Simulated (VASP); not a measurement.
# MnS (P6_3mc) in VASP: further runs

MnS is run at these levels: PBE-based screened hybrid; tasks: single point.

Program: VASP 6.6.1. These are calculated values, not measurements. Logs are shortened: lines on timing, memory, paths and dates and some standing lists are left out, and cuts for length are marked.

### 1 The cell of the first run

The structure is hexagonal, space group P6_3mc (No. 186). Conventional cell: a = 3.954 Å, b = 3.954 Å, c = 6.343 Å, α = 90.00°, β = 90.00°, γ = 120.00°. Within 3.1 Å of Mn (site symmetry 3m) lie 4 S at 2.36 to 2.42 Å. S (site symmetry 3m) has 4 Mn at 2.36 to 2.42 Å within 3.1 Å.

### 2 Single point, PBE-based screened hybrid, collinear spin, ferromagnetic start

Input file POSCAR:

```
MnS
1.0
    3.9535769233      0.0000000000      0.0000000000
   -1.9767884617      3.4238980514      0.0000000000
    0.0000000000      0.0000000000      6.3425288600
Mn S
2 2
Direct
    0.6666666667      0.3333333333      0.4988446700
    0.3333333333      0.6666666667      0.9988446700
    0.3333333333      0.6666666667      0.6261543000
    0.6666666667      0.3333333333      0.1261543000
```

Input file INCAR.step1:

```
PREC     = Accurate       # precision mode
ENCUT    = 520            # plane-wave cutoff, eV
EDIFF    = 1E-5           # SCF threshold, eV
ISMEAR   = -1             # smearing method
SIGMA    = 0.05           # smearing width, eV
LREAL    = False          # projectors in reciprocal space
LASPH    = True           # aspherical terms in the spheres
NELM     = 150            # most SCF steps
ALGO     = Normal         # electronic algorithm
ISIF     = 2              # what is computed and relaxed
LWAVE    = True           # write WAVECAR
ISPIN    = 2              # spin polarisation
MAGMOM   = 4 4 0 0        # initial moments
LORBIT   = 11             # projections on sites
LMAXMIX  = 4              # l up to which the mixer works
GGA      = PE             # functional
NBANDS   = 31             # bands
LUSENCCL = False
```

Input file INCAR.step2:

```
PREC     = Accurate       # precision mode
ENCUT    = 520            # plane-wave cutoff, eV
EDIFF    = 1E-6           # SCF threshold, eV
ISMEAR   = -1             # smearing method
SIGMA    = 0.05           # smearing width, eV
LREAL    = False          # projectors in reciprocal space
LASPH    = True           # aspherical terms in the spheres
NELM     = 150            # most SCF steps
ALGO     = Normal         # electronic algorithm
ISIF     = 2              # what is computed and relaxed
LWAVE    = False          # write WAVECAR
LCHARG   = True           # write CHGCAR
ISPIN    = 2              # spin polarisation
MAGMOM   = 4 4 0 0        # initial moments
LORBIT   = 11             # projections on sites
LMAXMIX  = 4              # l up to which the mixer works
GGA      = PE             # functional
LHFCALC  = True           # exact exchange
AEXX     = 0.25           # exact-exchange fraction
HFSCREEN = 0.1            # screening, 1/A
PRECFOCK = Normal       
LELF     = True           # ELF
LVHAR    = True         
ISTART   = 1            
NBANDS   = 31             # bands
LUSENCCL = False
```

Input file KPOINTS:

```
Automatic mesh
0
Gamma
  4 4 2
```

Potentials or basis: VASP PAW PBE potentials, release 64 (Mn_pv, S).

On the command line:

```sh
$ cat potpaw_PBE.64/Mn_pv/POTCAR potpaw_PBE.64/S/POTCAR > POTCAR
$ cp INCAR.step1 INCAR
$ mpirun -np 1 vasp_std > vasp.out
$ cp INCAR.step2 INCAR
$ mpirun -np 1 vasp_std > vasp.out
```

OUTCAR:

```text
PREC = Accurate
   ENCUT = 520
   EDIFF = 1E-6
   ISMEAR = -1
   LREAL = False
   LASPH = True
   NELM = 150
   ISIF = 2
   ISPIN = 2
   LORBIT = 11
   GGA = PE
   LHFCALC = True
   AEXX = 0.25
   HFSCREEN = 0.1
   PRECFOCK = Normal
   ISTART = 1

 ion  position               nearest neighbor table
   1  0.667  0.333  0.499-   4 2.36   3 2.42   3 2.42   3 2.42
   2  0.333  0.667  0.999-   3 2.36   4 2.42   4 2.42   4 2.42
   3  0.333  0.667  0.626-   2 2.36   1 2.42   1 2.42   1 2.42
   4  0.667  0.333  0.126-   1 2.36   2 2.42   2 2.42   2 2.42

  LATTYP: Found a hexagonal cell.
 ALAT       =     3.9535769233
 C/A-ratio  =     1.6042507792

  Lattice vectors:

 A1 = (   3.9535769233,   0.0000000000,   0.0000000000)
 A2 = (  -1.9767884617,   3.4238980514,   0.0000000000)
 A3 = (   0.0000000000,   0.0000000000,   6.3425288600)

Analysis of symmetry for initial positions (statically):
=====================================================================
 Subroutine PRICEL returns:
 Original cell was already a primitive cell.

 Routine SETGRP: Setting up the symmetry group for a
 hexagonal supercell.

 Subroutine GETGRP returns: Found 12 space group operations
 (whereof  6 operations were pure point group operations)
 out of a pool of 24 trial point group operations.

The static configuration has the point symmetry C_3v.
 The point group associated with its full space group is C_6v.

Analysis of symmetry for dynamics (positions and initial velocities):
=====================================================================
 Subroutine PRICEL returns:
 Original cell was already a primitive cell.

 Routine SETGRP: Setting up the symmetry group for a
 hexagonal supercell.

 Subroutine GETGRP returns: Found 12 space group operations
 (whereof  6 operations were pure point group operations)
 out of a pool of 24 trial point group operations.

The dynamic configuration has the point symmetry C_3v.
 The point group associated with its full space group is C_6v.

Analysis of structural, dynamic, and magnetic symmetry:
=====================================================================
 Subroutine PRICEL returns:
 Original cell was already a primitive cell.

 Routine SETGRP: Setting up the symmetry group for a
 hexagonal supercell.

 Subroutine GETGRP returns: Found 12 space group operations
 (whereof  6 operations were pure point group operations)
 out of a pool of 24 trial point group operations.

The overall configuration has the point symmetry C_3v.
 The point group associated with its full space group is C_6v.

 Subroutine INISYM returns: Found 12 space group operations
 (whereof  6 operations are pure point group operations),
 and found     1 'primitive' translations

----------------------------------------------------------------------------------------

                                     Primitive cell

  volume of cell :      85.8566

  direct lattice vectors                    reciprocal lattice vectors
     3.953576923  0.000000000  0.000000000     0.252935511  0.146032385 -0.000000000
    -1.976788462  3.423898051  0.000000000     0.000000000  0.292064771  0.000000000
     0.000000000  0.000000000  6.342528860     0.000000000 -0.000000000  0.157665818

  length of vectors
     3.953576923  3.953576923  6.342528860     0.292064771  0.292064771  0.157665818

  position of ions in fractional coordinates (direct lattice)
     0.666666667  0.333333333  0.498844670
     0.333333333  0.666666667  0.998844670
     0.333333333  0.666666667  0.626154300
     0.666666667  0.333333333  0.126154300

  ion indices of the primitive-cell ions
   primitive index   ion index
                 1           1
                 2           2
                 3           3
                 4           4

[... 30 lines left out ...]
  0.500000  0.000000  0.000000      3.000000
  0.250000  0.250000  0.000000      6.000000
  0.000000  0.000000  0.500000      1.000000
  0.250000  0.000000  0.500000      6.000000
  0.500000  0.000000  0.500000      3.000000
  0.250000  0.250000  0.500000      6.000000
[... 36 lines left out ...]
   HFSCREENC=   0.1000 screening length for correlation (either q_TF or 0.3 A-1)
   ENCUTFOCK=  -1.0 apply spherical cutoff to Coloumb kernel
   IVDW    =     0    specifies the selected vdW correction
   LEPSILON=     F    determine dielectric tensor
   LRPA    =     F    only Hartree local field effects (RPA)
 spin polarized calculation
  energy-cutoff  :      520.00
  volume of cell :       85.86
 maximum number of plane-waves:      2340
 NGX is ok and might be reduce to    30
  NGX = 24; NGY = 24; NGZ = 36

 number of electron      37.9999985 magnetization      10.0053832

 number of electron      37.9999985 magnetization       9.9967690

 Free energy of the ion-electron system (eV)
  ---------------------------------------------------
  ext. energy  EPLUGINS =         0.00000000
  ---------------------------------------------------
  free energy    TOTEN  =       -42.68663799 eV

  energy without entropy =      -42.68663799  energy(sigma->0) =      -42.68663799

 E-fermi :   4.9825     XC(G=0):  -7.6100

 val. band max:        3.8387227127   @ k =   0.0000   0.0000   0.0000
 cond. band min:       6.2175834889   @ k =   0.5000   0.0000   0.0000
 fundamental gap:      2.3788607762
 Fermi energy:         4.9824707613

 spin component 1

 k-point     1 :       0.0000    0.0000    0.0000
  band No.  band energies     occupation
      1     -50.9630      1.00000
      2     -50.9630      1.00000
      3     -50.9625      1.00000
      4     -50.9625      1.00000
      5     -50.9589      1.00000
      6     -50.9556      1.00000
[... 261 lines left out ...]
     30      11.8318      0.00000
     31      13.1013      0.00000
 Fermi energy:         4.9824707613

 spin component 2

 k-point     1 :       0.0000    0.0000    0.0000
  band No.  band energies     occupation
      1     -44.3599      1.00000
      2     -44.3493      1.00000
      3     -44.3491      1.00000
      4     -44.3491      1.00000
      5     -44.3469      1.00000
      6     -44.3469      1.00000
[... 261 lines left out ...]
     30      13.2645      0.00000
     31      14.4443      0.00000

------------------------ aborting loop because EDIFF is reached ----------------------------------------

  FORCE on cell =-STRESS in cart. coord.  units (eV):
  Direction    XX          YY          ZZ          XY          YZ          ZX
  --------------------------------------------------------------------------------------
  -------------------------------------------------------------------------------------
  Total        2.0786266      2.0786266      3.5268356     -0.0000000      0.0000000      0.0000000
  in kB       38.7894478     38.7894478     65.8146130     -0.0000000      0.0000000      0.0000000
  external PRESSURE =      47.7978362 kB  Pullay stress =       0.0000000 kB

 VOLUME and BASIS-vectors are now :
 -----------------------------------------------------------------------------
  energy-cutoff  :      520.00
  volume of cell :       85.86
      direct lattice vectors                 reciprocal lattice vectors
     3.953576923  0.000000000  0.000000000     0.252935511  0.146032385 -0.000000000
    -1.976788462  3.423898051  0.000000000     0.000000000  0.292064771  0.000000000
     0.000000000  0.000000000  6.342528860     0.000000000 -0.000000000  0.157665818

 POSITION                                       TOTAL-FORCE (eV/Angst)
 -----------------------------------------------------------------------------------
      1.97679      1.14130      3.16394        -0.000000      0.000000      0.336305
     -0.00000      2.28260      6.33520         0.000000     -0.000000      0.336305
     -0.00000      2.28260      3.97140        -0.000000      0.000000     -0.336305
      1.97679      1.14130      0.80014         0.000000      0.000000     -0.336305
 -----------------------------------------------------------------------------------
    total drift:                               -0.000025      0.000024      0.001626

  FREE ENERGIE OF THE ION-ELECTRON SYSTEM (eV)
  ---------------------------------------------------
  free  energy   TOTEN  =       -42.6866379913 eV

  energy  without entropy=      -42.6866379913  energy(sigma->0) =      -42.68663799

 total charge

# of ion       s       p       d       tot
------------------------------------------
    1        0.265   6.228   4.876  11.369
    2        0.265   6.228   4.876  11.369
    3        1.303   2.520   0.000   3.823
    4        1.303   2.520   0.000   3.823
--------------------------------------------------
tot          3.136  17.496   9.752  30.385

 magnetization (x)

# of ion       s       p       d       tot
------------------------------------------
    1        0.042   0.062   4.416   4.520
    2        0.042   0.062   4.416   4.520
    3        0.008   0.047   0.000   0.055
    4        0.008   0.047   0.000   0.055
--------------------------------------------------
tot          0.100   0.218   8.832   9.150
```

It took 5.6 min on 1 × NVIDIA H100 80GB with 1 thread of AMD EPYC 7R13 (Zen 3), shared host; peak memory 1.2 GiB.

Results:

| Quantity | Value |
| --- | --- |
| Free energy | -42.6866 eV |
| Pressure | 4.8 GPa |
| Largest force | 0.336 eV/Å |
| Band gap on the k mesh | 2.38 eV, indirect (least direct gap 2.63 eV) |
| Net moment | 10.00 μB per cell |
| Site moments | Mn +4.52; S +0.06 μB |
| Valence electrons inside the program's atomic spheres | Mn 11.37; S 3.82 |

Forces in eV/Å, atoms in the order of the input:
```
Mn   0.000  0.000  0.336
Mn   0.000  0.000  0.336
S    0.000  0.000 -0.336
S    0.000  0.000 -0.336
```

Levels at points of the mesh, in eV from the valence-band top:
Spin up:
| k point | band 21 | band 22 | band 23 | band 24 | band 25 | band 26 | band 27 | band 28 |
| --- | --- | --- | --- | --- | --- | --- | --- | --- |
| (0.00, 0.00, 0.00) | -1.20 | -0.04 | 0.00 | 0.00 | 2.63 | 4.27 | 7.34 | 7.34 |
| (0.50, 0.00, 0.00) | -3.41 | -2.90 | -1.72 | -1.07 | 4.85 | 5.26 | 5.74 | 7.78 |
| (0.00, 0.00, 0.50) | -0.62 | -0.62 | -0.62 | -0.62 | 4.27 | 4.27 | 7.44 | 7.44 |
| (0.50, 0.00, 0.50) | -1.96 | -1.96 | -1.80 | -1.80 | 4.46 | 4.46 | 6.64 | 6.64 |
Spin down:
```csv
k point,band 11,band 12,band 13,band 14,band 15,band 16,band 17,band 18
"(0.00, 0.00, 0.00)",-3.14,-3.10,-3.07,-3.07,3.34,3.34,3.45,3.56
"(0.50, 0.00, 0.00)",-4.19,-3.43,-3.41,-3.08,2.38,2.71,3.40,3.86
"(0.00, 0.00, 0.50)",-3.12,-3.12,-3.12,-3.12,3.84,3.84,3.84,3.84
"(0.50, 0.00, 0.50)",-3.34,-3.34,-3.26,-3.26,2.94,2.94,3.67,3.67
```

Caveat: the k points lie up to 0.50 Å⁻¹ apart; the PAW data sets were made with another functional, which shifts forces and pressure a little; only a ferromagnetic start was run, and an antiferromagnetic order may lie lower in energy. A k mesh can miss the band edges.

### 3 Single point, PBE-based screened hybrid, collinear spin, ferromagnetic start

POSCAR is that of step 2.

Input file INCAR.step1:

```
PREC = Accurate
ENCUT = 520
EDIFF = 1E-5
ISMEAR = -1
SIGMA = 0.05
LREAL = F
LASPH = T
NELM = 150
ALGO = Normal
ISIF = 2
LWAVE = T
LCHARG = F
ISPIN = 2
MAGMOM = 4 4 0 0
LORBIT = 11
LMAXMIX = 4
GGA = PE
NBANDS = 31
LUSENCCL = F
```

Input file INCAR.step2:

```
PREC = Accurate
ENCUT = 520
EDIFF = 1E-6
ISMEAR = -1
SIGMA = 0.05
LREAL = F
LASPH = T
NELM = 150
ALGO = Normal
ISIF = 2
LWAVE = F
LCHARG = F
ISPIN = 2
MAGMOM = 4 4 0 0
LORBIT = 11
LMAXMIX = 4
GGA = PE
LHFCALC = T
AEXX = 0.25
HFSCREEN = 0.15
PRECFOCK = Normal
ISTART = 1
NBANDS = 31
LUSENCCL = F
```

Input file KPOINTS:

```
regular mesh
0
Gamma
  4 4 2
```

Potentials or basis: VASP PAW PBE potentials, release 64 (Mn_pv, S).

On the command line:

```sh
$ cat potpaw_PBE.64/Mn_pv/POTCAR potpaw_PBE.64/S/POTCAR > POTCAR
$ cp INCAR.step1 INCAR
$ mpirun -np 1 vasp_std > vasp.out
$ cp INCAR.step2 INCAR
$ mpirun -np 1 vasp_std > vasp.out
```

Run time: 6.1 min. Hardware: 1 × NVIDIA H100 80GB with 1 thread of AMD EPYC 7R13 (Zen 3), shared host; peak memory 1.2 GiB.

It converged, with:

```yaml
Free_energy: -41.8283 eV
Pressure: 4.9 GPa
Largest_force: 0.336 eV/Å
Band_gap_on_the_k_mesh: 2.19 eV, indirect (least direct gap 2.46 eV)
Net_moment: 10.00 μB per cell
Site_moments: Mn +4.52; S +0.06 μB
Valence_electrons_inside_the_program's_atomic_spheres: Mn 11.37; S 3.82
```

Forces on the atoms (eV/Å):
```
Mn   0.000  0.000  0.336
Mn   0.000  0.000  0.336
S    0.000  0.000 -0.336
S    0.000  0.000 -0.336
```

Stress tensor (GPa, compression positive):
```
3.98 0.00 0.00
0.00 3.98 0.00
0.00 0.00 6.64
```

Levels at points of the mesh, in eV from the valence-band top:
Spin up:
```csv
k point,band 20,band 21,band 22,band 23,band 24,band 25,band 26,band 27,band 28,band 29
"(0.00, 0.00, 0.00)",-1.19,-1.19,-0.04,0.00,0.00,2.46,4.09,7.16,7.16,7.70
"(0.50, 0.00, 0.00)",-3.91,-3.41,-2.89,-1.71,-1.07,4.67,5.08,5.56,7.59,8.18
"(0.00, 0.00, 0.50)",-2.35,-0.62,-0.62,-0.62,-0.62,4.08,4.08,7.25,7.25,7.49
"(0.50, 0.00, 0.50)",-4.15,-1.96,-1.96,-1.79,-1.79,4.28,4.28,6.46,6.46,9.25
```
Spin down:
| k point | band 12 | band 13 | band 14 | band 15 | band 16 | band 17 |
| --- | --- | --- | --- | --- | --- | --- |
| (0.00, 0.00, 0.00) | -3.10 | -3.07 | -3.07 | 3.15 | 3.15 | 3.26 |
| (0.50, 0.00, 0.00) | -3.42 | -3.40 | -3.08 | 2.19 | 2.52 | 3.21 |
| (0.00, 0.00, 0.50) | -3.11 | -3.11 | -3.11 | 3.65 | 3.65 | 3.65 |
| (0.50, 0.00, 0.50) | -3.34 | -3.25 | -3.25 | 2.76 | 2.76 | 3.48 |

Caveat: the k points lie up to 0.50 Å⁻¹ apart; the PAW data sets were made with another functional, which shifts forces and pressure a little; only a ferromagnetic start was run, and an antiferromagnetic order may lie lower in energy. A k mesh can miss the band edges.

### 4 Single point, PBE-based screened hybrid, collinear spin, ferromagnetic start

POSCAR is that of step 3.

Input file INCAR.step1:

```
PREC = Accurate
ENCUT = 520
EDIFF = 1E-5
ISMEAR = -1
SIGMA = 0.05
LREAL = False
LASPH = True
NELM = 150
ALGO = Normal
ISIF = 2
LWAVE = True
ISPIN = 2
MAGMOM = 4 4 0 0
LORBIT = 11
LMAXMIX = 4
NBANDS = 31
GGA = PE
LUSENCCL = False
```

Input file INCAR.step2:

```
PREC = Accurate
ENCUT = 520
EDIFF = 1E-6
ISMEAR = -1
SIGMA = 0.05
LREAL = False
LASPH = True
NELM = 150
ALGO = Normal
ISIF = 2
LWAVE = False
LCHARG = True
ISPIN = 2
MAGMOM = 4 4 0 0
LORBIT = 11
LMAXMIX = 4
GGA = PE
LHFCALC = True
AEXX = 0.25
HFSCREEN = 0.2
PRECFOCK = Normal
LELF = True
LVHAR = True
NBANDS = 31
ISTART = 1
LUSENCCL = False
```

KPOINTS is that of step 3.

On the command line:

```sh
$ cat potpaw_PBE.64/Mn_pv/POTCAR potpaw_PBE.64/S/POTCAR > POTCAR
$ cp INCAR.step1 INCAR
$ mpirun -np 1 vasp_std > vasp.out
$ cp INCAR.step2 INCAR
$ mpirun -np 1 vasp_std > vasp.out
```

It took 5.6 min on 1 × NVIDIA H100 80GB with 1 thread of AMD EPYC 7R13 (Zen 3), shared host; peak memory 1.2 GiB.

The run converged. Its results:

| Property | Result |
| --- | --- |
| Free energy | -41.0192 eV |
| Pressure | 4.9 GPa |
| Largest force | 0.336 eV/Å |
| Band gap on the k mesh | 2.04 eV, indirect (least direct gap 2.31 eV) |
| Net moment | 10.00 μB per cell |
| Site moments | Mn +4.52; S +0.06 μB |
| Valence electrons inside the program's atomic spheres | Mn 11.37; S 3.82 |

Forces on the atoms (eV/Å):
```
Mn   0.000  0.000  0.336
Mn   0.000  0.000  0.336
S    0.000  0.000 -0.336
S    0.000  0.000 -0.336
```

Stress tensor (GPa, compression positive):
```
4.04 0.00 0.00
0.00 4.04 0.00
0.00 0.00 6.73
```

Levels at points of the mesh, in eV from the valence-band top:
Spin up:
| k point | band 21 | band 22 | band 23 | band 24 | band 25 | band 26 | band 27 | band 28 |
| --- | --- | --- | --- | --- | --- | --- | --- | --- |
| (0.00, 0.00, 0.00) | -1.19 | -0.04 | 0.00 | 0.00 | 2.31 | 3.94 | 7.00 | 7.00 |
| (0.50, 0.00, 0.00) | -3.39 | -2.88 | -1.70 | -1.06 | 4.52 | 4.93 | 5.41 | 7.43 |
| (0.00, 0.00, 0.50) | -0.62 | -0.62 | -0.62 | -0.62 | 3.93 | 3.93 | 7.09 | 7.09 |
| (0.50, 0.00, 0.50) | -1.95 | -1.95 | -1.79 | -1.79 | 4.13 | 4.13 | 6.30 | 6.30 |
Spin down:
| k point | band 10 | band 11 | band 12 | band 13 | band 14 | band 15 | band 16 | band 17 | band 18 | band 19 |
| --- | --- | --- | --- | --- | --- | --- | --- | --- | --- | --- |
| (0.00, 0.00, 0.00) | -3.13 | -3.13 | -3.09 | -3.06 | -3.06 | 2.98 | 2.98 | 3.10 | 3.23 | 3.72 |
| (0.50, 0.00, 0.00) | -4.73 | -4.17 | -3.41 | -3.40 | -3.07 | 2.04 | 2.36 | 3.04 | 3.50 | 3.54 |
| (0.00, 0.00, 0.50) | -4.45 | -3.11 | -3.11 | -3.11 | -3.11 | 3.47 | 3.47 | 3.47 | 3.47 | 4.21 |
| (0.50, 0.00, 0.50) | -5.38 | -3.33 | -3.33 | -3.25 | -3.25 | 2.60 | 2.60 | 3.32 | 3.32 | 3.73 |

Caveat: the k points lie up to 0.50 Å⁻¹ apart; the PAW data sets were made with another functional, which shifts forces and pressure a little; only a ferromagnetic start was run, and an antiferromagnetic order may lie lower in energy.

### 5 Overview

| screening parameter | gap on the mesh (eV) | pressure (GPa) | moment (μB) | largest force (eV/Å) |
| --- | --- | --- | --- | --- |
| 0.1 1/Å | 2.38 | 4.8 | 10.00 | 0.34 |
| 0.15 1/Å | 2.19 | 4.9 | 10.00 | 0.34 |
| 0.2 1/Å | 2.04 | 4.9 | 10.00 | 0.34 |

Alike in all rows: task single point; level PBE-based screened hybrid; potentials or basis VASP PAW PBE potentials, release 64 (Mn_pv, S); spin collinear, ferromagnetic start; cell as given; k mesh 4 × 4 × 2; cutoff (eV) 520; smearing fermi-dirac 0.05 eV.

Caveats: all runs use coarse meshes; the PAW data sets were made with another functional, which shifts forces and pressure a little; only a ferromagnetic start was run, and an antiferromagnetic order may lie lower in energy.

Total energies depend on the potentials used, so only differences within one code and one set of settings carry meaning.
